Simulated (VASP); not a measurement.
The system is SiC.

```
C Si
1.0
     1.54159    0.89004    5.32123
    -1.54159    0.89004    5.32123
     0.00000   -1.78007    5.32123
C Si
2 2
Cartesian
  0.0000 0.0000 7.1707
  0.0000 0.0000 8.7929
  0.0000 0.0000 14.7740
  0.0000 0.0000 1.1897
```

Base run:

```yaml
Program: VASP 6.6.1
Functional: r2SCAN
Potentials_or_basis: VASP PAW PBE potentials, release 64 (C, Si)
Cutoff: 520 eV
k_mesh: 6 × 6 × 6
Occupations: gaussian, width 0.01 eV
Spin: no spin polarisation
```

Its results: band gap on the k mesh 0.69 eV, indirect (least direct gap 2.12 eV); pressure -0.1 GPa; largest force 0.046 eV/Å.

Question: The run is repeated on the same cell with these changes: functional from r2SCAN to PBE. What comes out?

Answer: Band gap on the k mesh 0.48 eV, indirect (least direct gap 1.81 eV); pressure 2.6 GPa; largest force 0.218 eV/Å.

r2SCAN gives the wider gap, since meta-GGAs in the generalised Kohn-Sham scheme recover part of the derivative discontinuity.

Caveats: the PAW data sets were made with another functional, which shifts forces and pressure a little (some runs).

A k mesh can miss the band edges.
